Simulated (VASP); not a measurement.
# Na (Im-3m) in VASP: a series of runs, part 2 of 2

VASP 6.6.1. The steps go on from the part before.

## 3. Relaxation of cell and atoms, PBEsol

This run uses another cell than the first one, of 39.26 Å³/atom, 1.077 times its volume.

Contents of INCAR:

```
  PREC = Accurate
  ENCUT = 600
  EDIFF = 1E-7
  ISMEAR = 0
  SIGMA = 0.1
  LREAL = F
  LASPH = T
  NELM = 80
  ALGO = Normal
  ISIF = 3
  LWAVE = F
  LCHARG = F
  GGA = PS
  IBRION = 2
  NSW = 100
  EDIFFG = -0.005
```

Contents of KPOINTS:

```
regular mesh
0
Gamma
  14 14 14
```

Contents of POSCAR:

```
Na
1.0
   -2.1410000000      2.1410000000      2.1410000000
    2.1410000000     -2.1410000000      2.1410000000
    2.1410000000      2.1410000000     -2.1410000000
Na
1
Direct
    0.0000000000      0.0000000000      0.0000000000
```

Potentials or basis: VASP PAW PBE potentials, release 64 (Na_pv).

Command:

```console
> cat potpaw_PBE.64/Na_pv/POTCAR > POTCAR
> mpirun -np 1 vasp_std > vasp.out
```

OUTCAR:

```text
PREC = Accurate
   ENCUT = 600
   EDIFF = 1E-7
   ISMEAR = 0
   LREAL = F
   LASPH = T
   NELM = 80
   ISIF = 3
   GGA = PS
   IBRION = 2
   NSW = 100
   EDIFFG = -0.005

 ion  position               nearest neighbor table
   1  0.000  0.000  0.000-

  LATTYP: Found a body centered cubic cell.
 ALAT       =     4.2820000000

  Lattice vectors:

 A1 = (  -2.1410000000,   2.1410000000,   2.1410000000)
 A2 = (   2.1410000000,  -2.1410000000,   2.1410000000)
 A3 = (   2.1410000000,   2.1410000000,  -2.1410000000)

Analysis of symmetry for initial positions (statically):
=====================================================================
 Subroutine PRICEL returns:
 Original cell was already a primitive cell.

[... 285 lines left out ...]

 val. band max:        0.3284462369   @ k =  -0.3571   0.4286   0.1429
 cond. band min:       0.4099379702   @ k =   0.3571   0.0714   0.0714
 fundamental gap:      0.0814917333
 Fermi energy:         0.3554626566

 k-point     1 :       0.0000    0.0000    0.0000
  band No.  band energies     occupation
      1     -24.3829      2.00000
      2     -24.3829      2.00000
      3     -24.3829      2.00000
      4      -2.9526      2.00000
      5      12.2879      0.00000
      6      12.2879      0.00000
      7      12.2879      0.00000
[... 221 lines left out ...]
 k-point    24 :       0.3571    0.2857    0.0000
  band No.  band energies     occupation
      1     -24.4131      2.00000
      2     -24.4070      2.00000
      3     -24.3878      2.00000
      4       2.1073      0.00000
      5       2.5394      0.00000
      6       3.8575      0.00000
      7       8.5424      0.00000

 [... further k-points ...]

------------------------ aborting loop because EDIFF is reached ----------------------------------------

  FORCE on cell =-STRESS in cart. coord.  units (eV):
  Direction    XX          YY          ZZ          XY          YZ          ZX
  --------------------------------------------------------------------------------------
  -------------------------------------------------------------------------------------
  Total        0.0044745      0.0044745      0.0044745     -0.0000000      0.0000000     -0.0000000
  in kB        0.1986004      0.1986004      0.1986004     -0.0000000      0.0000000     -0.0000000
  external PRESSURE =       0.1986004 kB  Pullay stress =       0.0000000 kB
[... 16 lines left out ...]
  FREE ENERGIE OF THE ION-ELECTRON SYSTEM (eV)
  ---------------------------------------------------
  free  energy   TOTEN  =        -1.4008076490 eV

  energy  without entropy=       -1.3977969870  energy(sigma->0) =       -1.39930232

 reached required accuracy - stopping structural energy minimisation
```

OSZICAR:

```text
N       E                     dE             d eps       ncg     rms          rms(c)
DAV:   1     0.219211339537E+02    0.21921E+02   -0.40181E+03  1456   0.906E+02
DAV:   2    -0.906241041371E+00   -0.22827E+02   -0.22816E+02  1491   0.143E+02
DAV:   3    -0.139302788173E+01   -0.48679E+00   -0.48678E+00  1890   0.306E+01
[... 29 lines left out ...]
DAV:   2    -0.140111867223E+01    0.88856E-03   -0.10864E-03  1470   0.722E-01    0.121E-01
DAV:   3    -0.140082815130E+01    0.29052E-03   -0.52147E-04  1477   0.477E-01    0.120E-02
DAV:   4    -0.140080793526E+01    0.20216E-04   -0.18100E-05  1477   0.103E-01    0.982E-04
DAV:   5    -0.140080772366E+01    0.21160E-06   -0.97772E-08   910   0.804E-03    0.376E-04
DAV:   6    -0.140080764904E+01    0.74619E-07   -0.39993E-08   763   0.517E-03
   4 F= -.14008076E+01 E0= -.13993023E+01  d E =-.552646E-02
```

Wall time 32 s (1 thread of Intel Xeon 6975P-C (Granite Rapids), shared host); peak memory 0.17 GiB.

Results:

- Free energy: -1.4008 eV
- Relaxed volume: 36.10 Å³/atom
- Relaxed cell: a = 3.606 Å, b = 3.606 Å, c = 3.606 Å, α = 109.47°, β = 109.47°, γ = 109.47°
- Space group after relaxing (to 0.05 Å): Im-3m (No. 229)
- Energy gained by relaxing: 5.5 meV/atom
- Ionic steps: 4
- Pressure after relaxing: 0.0 GPa

Step by step:
```tsv
step	energy change (eV)	largest force (eV/Å)	pressure (GPa)	volume (Å³)
1	0.0000	0.0000	-0.55	39.26
2	-0.0023	0.0000	-0.44	38.50
3	-0.0055	0.0000	-0.04	36.30
4	-0.0055	0.0000	0.02	36.10
```

Final structure:
```cif
data_structure
_symmetry_space_group_name_H-M 'P 1'
_symmetry_Int_Tables_number 1
_cell_length_a 3.6061
_cell_length_b 3.6061
_cell_length_c 3.6061
_cell_angle_alpha 109.471
_cell_angle_beta 109.471
_cell_angle_gamma 109.471
_cell_volume 36.10
loop_
_atom_site_label
_atom_site_type_symbol
_atom_site_fract_x
_atom_site_fract_y
_atom_site_fract_z
_atom_site_occupancy
Na1 Na 0.00000 0.00000 0.00000 1
```

Levels at points of the mesh, in eV from the Fermi level:
```tsv
k point	band 1	band 2	band 3	band 4	band 5	band 6
(0.00, 0.00, 0.00)	-24.74	-24.74	-24.74	-3.31	11.93	11.93
(0.50, 0.00, 0.00)	-24.78	-24.75	-24.74	0.78	1.28	8.34
(0.50, 0.50, 0.50)	-24.77	-24.77	-24.77	4.58	4.58	5.01
```

Caveat: the PAW data sets were made with another functional, which shifts forces and pressure a little.

## 4. Relaxation of cell and atoms, PBEsol

This run uses another cell than the first one, of 36.23 Å³/atom, 0.994 times its volume.

Contents of INCAR:

```
  PREC = Accurate
  ENCUT = 600
  EDIFF = 1E-6
  ISMEAR = -1
  SIGMA = 0.15
  LREAL = F
  LASPH = T
  NELM = 100
  ALGO = Normal
  ISIF = 3
  LWAVE = F
  LCHARG = F
  GGA = PS
  IBRION = 2
  NSW = 80
  EDIFFG = -0.001
```

Contents of KPOINTS:

```
regular mesh
0
Gamma
  16 16 16
```

Contents of POSCAR:

```
Na
1.0
   -2.0845819166      2.0845819166      2.0845819166
    2.0845819166     -2.0845819166      2.0845819166
    2.0845819166      2.0845819166     -2.0845819166
Na
1
Direct
    0.0000000000      0.0000000000      0.0000000000
```

Command:

```console
> cat potpaw_PBE.64/Na_pv/POTCAR > POTCAR
> mpirun -np 1 vasp_std > vasp.out
```

Wall time 50 s (1 thread of Intel Xeon 6975P-C (Granite Rapids), shared host); peak memory 0.17 GiB.

It converged, with:

- Free energy: -1.4169 eV
- Relaxed volume: 36.40 Å³/atom
- Relaxed cell: a = 3.616 Å, b = 3.616 Å, c = 3.616 Å, α = 109.47°, β = 109.47°, γ = 109.47°
- Space group after relaxing (to 0.05 Å): Im-3m (No. 229)
- Energy gained by relaxing: 0.0 meV/atom
- Ionic steps: 7
- Pressure after relaxing: 0.0 GPa

Final structure:
```yaml
crystal:
  lattice:
    - [-2.08775, 2.08775, 2.08775]
    - [2.08775, -2.08775, 2.08775]
    - [2.08775, 2.08775, -2.08775]
  atoms:
    - { symbol: Na, position: [0.00000, 0.00000, 0.00000] }
```

Levels at points of the mesh, in eV from the Fermi level:
```csv
k point,band 1,band 2,band 3,band 4,band 5,band 6
"(0.00, 0.00, 0.00)",-24.77,-24.77,-24.77,-3.31,11.85,11.85
"(0.50, 0.00, 0.00)",-24.81,-24.78,-24.77,0.76,1.25,8.28
"(0.50, 0.50, 0.50)",-24.80,-24.80,-24.80,4.55,4.55,4.95
```

Caveat: the PAW data sets were made with another functional, which shifts forces and pressure a little.

## 5. Single point, PBEsol

This run uses another cell than the first one, of 36.23 Å³/atom, 0.994 times its volume.

Contents of INCAR:

```
PREC     = Accurate       # precision mode
ENCUT    = 520            # plane-wave cutoff, eV
EDIFF    = 1E-6           # SCF threshold, eV
ISMEAR   = 0              # smearing method
SIGMA    = 0.1            # smearing width, eV
LREAL    = False          # projectors in reciprocal space
LASPH    = True           # aspherical terms in the spheres
NELM     = 80             # most SCF steps
ALGO     = Normal         # electronic algorithm
ISIF     = 2              # what is computed and relaxed
LWAVE    = False          # write WAVECAR
LCHARG   = False          # write CHGCAR
GGA      = PS             # functional
NBANDS   = 10             # bands
```

Contents of KPOINTS:

```
regular mesh
0
Gamma
  14 14 14
```

Contents of POSCAR:

```
Na
1.0
   -2.0845819163      2.0845819163      2.0845819163
    2.0845819163     -2.0845819163      2.0845819163
    2.0845819163      2.0845819163     -2.0845819163
Na
1
Direct
    0.0000000000      0.0000000000      0.0000000000
```

Command:

```console
> cat potpaw_PBE.64/Na_pv/POTCAR > POTCAR
> mpirun -np 1 vasp_std > vasp.out
```

Run time: 17 s. Hardware: 1 thread of Intel Xeon Platinum 8488C (Sapphire Rapids), shared host; peak memory 0.16 GiB.

The run converged. Its results:

| Property | Result |
| --- | --- |
| Free energy | -1.4004 eV |
| Pressure | 0.0 GPa |

Levels at points of the mesh, in eV from the Fermi level:
```tsv
k point	band 1	band 2	band 3	band 4	band 5	band 6	band 7	band 8
(0.00, 0.00, 0.00)	-24.74	-24.74	-24.74	-3.30	11.91	11.91	11.91	12.93
(0.50, 0.00, 0.00)	-24.78	-24.75	-24.74	0.78	1.28	8.32	9.34	9.42
(0.50, 0.50, 0.50)	-24.77	-24.77	-24.77	4.58	4.58	4.99	4.99	4.99
```

Caveat: the PAW data sets were made with another functional, which shifts forces and pressure a little.

## 6. Single point, PBEsol

Contents of INCAR:

```
  PREC = Accurate
  ENCUT = 520
  EDIFF = 1E-6
  ISMEAR = -1
  SIGMA = 0.15
  LREAL = F
  LASPH = T
  NELM = 100
  ALGO = Fast
  ISIF = 2
  LWAVE = F
  LCHARG = T
  GGA = PS
  LELF = T
  LVHAR = T
  NBANDS = 10
```

Contents of KPOINTS:

```
Automatic mesh
0
Gamma
  16 16 16
```

Contents of POSCAR:

```
Na
1.0
   -2.0888709191      2.0888709191      2.0888709191
    2.0888709191     -2.0888709191      2.0888709191
    2.0888709191      2.0888709191     -2.0888709191
Na
1
Direct
    0.0000000000      0.0000000000      0.0000000000
```

Potentials or basis: VASP PAW PBE potentials, release 64 (Na_pv).

Command:

```console
> cat potpaw_PBE.64/Na_pv/POTCAR > POTCAR
> mpirun -np 1 vasp_std > vasp.out
```

It took 40 s on 1 thread of Intel Xeon Platinum 8488C (Sapphire Rapids), shared host; peak memory 0.17 GiB.

Results (log left out):

```
Free energy : -1.4169 eV
Pressure    : 0.0 GPa
```

Levels at points of the mesh, in eV from the Fermi level:
| k point | band 1 | band 2 | band 3 | band 4 | band 5 | band 6 |
| --- | --- | --- | --- | --- | --- | --- |
| (0.00, 0.00, 0.00) | -24.77 | -24.77 | -24.77 | -3.31 | 11.84 | 11.84 |
| (0.50, 0.00, 0.00) | -24.81 | -24.78 | -24.77 | 0.75 | 1.25 | 8.27 |
| (0.50, 0.50, 0.50) | -24.80 | -24.80 | -24.80 | 4.54 | 4.54 | 4.95 |

Caveat: the PAW data sets were made with another functional, which shifts forces and pressure a little.

## 7. Overview

```tsv
task	cell	k mesh	cutoff (eV)	smearing	gap on the mesh (eV)	pressure (GPa)	relaxed volume (Å³/atom)
single point	a = 3.618 Å, angles 109.5°, 1 atom	16 × 16 × 16	520	fermi-dirac 0.15 eV	none	0.0	-
relaxation of cell and atoms	relaxed from a = 3.708 Å, angles 109.5°, 1 atom	14 × 14 × 14	600	gaussian 0.1 eV	none	0.0	36.10
relaxation of cell and atoms	relaxed from a = 3.611 Å, angles 109.5°, 1 atom	16 × 16 × 16	600	fermi-dirac 0.15 eV	none	0.0	36.40
single point	a = 3.611 Å, angles 109.5°, 1 atom	14 × 14 × 14	520	gaussian 0.1 eV	none	0.0	-
```

Alike in all rows: level PBEsol; potentials or basis VASP PAW PBE potentials, release 64 (Na_pv); no spin polarisation.

Caveats: the PAW data sets were made with another functional, which shifts forces and pressure a little.

Absolute energies hang on the potentials; compare differences alone.
